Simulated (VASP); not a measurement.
A run of VASP 6.6.1:

The input POSCAR:

```
Au
1.0
   -1.6600275259      1.6600275259      1.6600275259
    1.6600275259     -1.6600275259      1.6600275259
    1.6600275259      1.6600275259     -1.6600275259
Au
1
Direct
    0.0000000000      0.0000000000      0.0000000000
```

File INCAR.step1:

```
PREC = Accurate ; ENCUT = 550
ISMEAR = -1 ; SIGMA = 0.1
LREAL = F ; LASPH = T
NELM = 120 ; NBANDS = 12
GGA = PE ; ALGO = Normal
EDIFF = 1E-5 ; LWAVE = T
LCHARG = F ; GGA_COMPAT = F
```

INCAR.step2

```
PREC = Accurate ; ENCUT = 550
EDIFF = 1E-6 ; ISMEAR = -1
SIGMA = 0.1 ; LREAL = F
LASPH = T ; NELM = 120
ALGO = Normal ; ISIF = 2
LWAVE = F ; LCHARG = F
METAGGA = R2SCAN ; LMIXTAU = T
NBANDS = 12 ; ISTART = 1
GGA_COMPAT = F
```

Contents of KPOINTS:

```
regular mesh
0
Gamma
  8 8 8
```

Potentials or basis: VASP PAW PBE potentials, release 64 (Au).

The run is started by

```console
$ cat potpaw_PBE.64/Au/POTCAR > POTCAR
$ cp INCAR.step1 INCAR
$ mpirun -np 1 vasp_std > vasp.out
$ cp INCAR.step2 INCAR
$ mpirun -np 1 vasp_std > vasp.out
```

Hardware: 1 thread of Intel(R) Xeon(R) Platinum 8488C (Sapphire Rapids), with other jobs on the host.

Q: Estimate the wall time of this run.

A: Run time: 31 s on 1 thread of Intel(R) Xeon(R) Platinum 8488C (Sapphire Rapids), with other jobs on the host, peak memory 0.15 GiB. Counts: k points 29.
